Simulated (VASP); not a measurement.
## BAs: single point with r2SCAN

Crystal: BAs.

```
B As
1.0
     0.00000    2.37991    2.39785
     2.37991    0.00000    2.39785
     2.37991    2.37991    0.00000
B As
1 1
Direct
  0.00000 0.00000 0.00000
  0.25000 0.25000 0.25000
```

This cell differs from its parent crystal: epitaxial xy strain -0.5%.

```yaml
Program: VASP 6.6.1
Task: single point
Functional: r2SCAN
Potentials_or_basis: VASP PAW PBE potentials, release 64 (B, As)
Cutoff: 520 eV
k_mesh: 10 × 10 × 10
Occupations: gaussian, width 0.01 eV
Spin: no spin polarisation
```

```
Pressure               : 1.3 GPa
Band gap on the k mesh : 1.31 eV (least direct gap 3.41 eV)
```

Stress tensor (GPa, compression positive):
```
1.92 0.00 0.00
0.00 1.92 0.00
0.00 0.00 0.22
```

Levels at points of the mesh, in eV from the valence-band top:
```
           k point  band 1  band 2  band 3  band 4  band 5  band 6  band 7  band 8
(0.00, 0.00, 0.00)  -16.22   -0.08    0.00    0.00    3.41    3.41    3.46    5.17
(0.50, 0.00, 0.00)  -13.18   -9.29   -2.02   -1.92    2.96    5.01    5.07    9.56
(0.50, 0.50, 0.00)  -11.78   -9.15   -4.30   -4.30    1.64    1.73   12.16   12.16
(0.50, 0.00, 0.50)  -11.72   -9.09   -4.38   -4.37    1.55    1.63   12.11   12.22
```

It took 2.3 min on 1 thread of Intel(R) Xeon(R) Platinum 8488C (Sapphire Rapids), on a shared host, peak memory 0.18 GiB.

Caveat: the cell differs from its parent crystal (epitaxial xy strain -0.5%); the PAW data sets were made with another functional, which shifts forces and pressure a little. A k mesh can miss the band edges.
